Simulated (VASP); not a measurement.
A run of VASP 6.6.1 is set up as follows.

INCAR

```
PREC = Accurate
ENCUT = 520
EDIFF = 1E-7
ISMEAR = 0
SIGMA = 0.01
LREAL = False
LASPH = True
NELM = 80
ALGO = Normal
ISIF = 2
LWAVE = False
LCHARG = False
GGA = PS
NBANDS = 16
```

File KPOINTS:

```
Automatic mesh
0
Gamma
  10 10 10
```

POSCAR

```
GaN
1.0
    0.0000000000      2.2302885187      2.2302885187
    2.2302885187      0.0000000000      2.2302885187
    2.2302885187      2.2302885187      0.0000000000
Ga N
1 1
Direct
    0.0000000000      0.0000000000      0.0000000000
    0.7500000000      0.7500000000      0.7500000000
```

Potentials or basis: VASP PAW PBE potentials, release 64 (Ga_d, N).

Run with:

```console
$ cat potpaw_PBE.64/Ga_d/POTCAR potpaw_PBE.64/N/POTCAR > POTCAR
$ mpirun -np 1 vasp_std > vasp.out
```

(1) Estimate the pressure.

(2) Estimate the band gap on the k mesh.

## Answers

(1) 4.8 GPa.

(2) 1.88 eV, direct.

Caveat: the PAW data sets were made with another functional, which shifts forces and pressure a little.
